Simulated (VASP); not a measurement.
## CdSe: single point with PBEsol-based screened hybrid with 25 % exact exchange

CdSe:

```xyz
2
Lattice="0.0000 3.0378 3.0378 3.0378 0.0000 3.0378 3.0378 3.0378 0.0000" Properties=species:S:1:pos:R:3 pbc="T T T"
Cd    0.0000    0.0000    0.0000
Se    1.5189    1.5189    1.5189
```

```yaml
Program: VASP 6.6.1
Task: single point
Functional: PBEsol-based screened hybrid with 25 % exact exchange
Potentials_or_basis: VASP PAW PBE potentials, release 64 (Cd, Se)
Cutoff: 400 eV
k_mesh: 4 × 4 × 4
Occupations: fermi-dirac, width 0.05 eV
Spin: no spin polarisation
Dipole_correction: no
Grid_for_exact_exchange_PRECFOCK: Normal
Share_of_exact_exchange: 0.25
Further_INCAR_settings: ALGO = Normal; EDIFF = 1e-06; NBANDS = 16
Screening_parameter: 0.207 1/Å
```

| Quantity | Value |
| --- | --- |
| Pressure | -0.3 GPa |
| Band gap on the k mesh | 1.43 eV |

Levels at points of the mesh, in eV from the valence-band top:
| k point | band 6 | band 7 | band 8 | band 9 | band 10 | band 11 | band 12 | band 13 |
| --- | --- | --- | --- | --- | --- | --- | --- | --- |
| (0.00, 0.00, 0.00) | -8.77 | 0.00 | 0.00 | 0.00 | 1.43 | 6.90 | 6.90 | 6.90 |
| (0.50, 0.00, 0.00) | -8.43 | -4.75 | -0.81 | -0.81 | 3.28 | 7.39 | 7.39 | 8.38 |
| (0.50, 0.50, 0.00) | -8.34 | -4.41 | -2.01 | -2.01 | 3.81 | 4.66 | 10.24 | 11.52 |

Run time: 5.7 min on 1 thread of Intel(R) Xeon(R) Platinum 8259CL CPU @ 2.50GHz (Skylake/Cascade Lake) (shared host), peak memory 0.26 GiB.

Caveat: the k points lie up to 0.45 Å⁻¹ apart; the PAW data sets were made with another functional, which shifts forces and pressure a little.
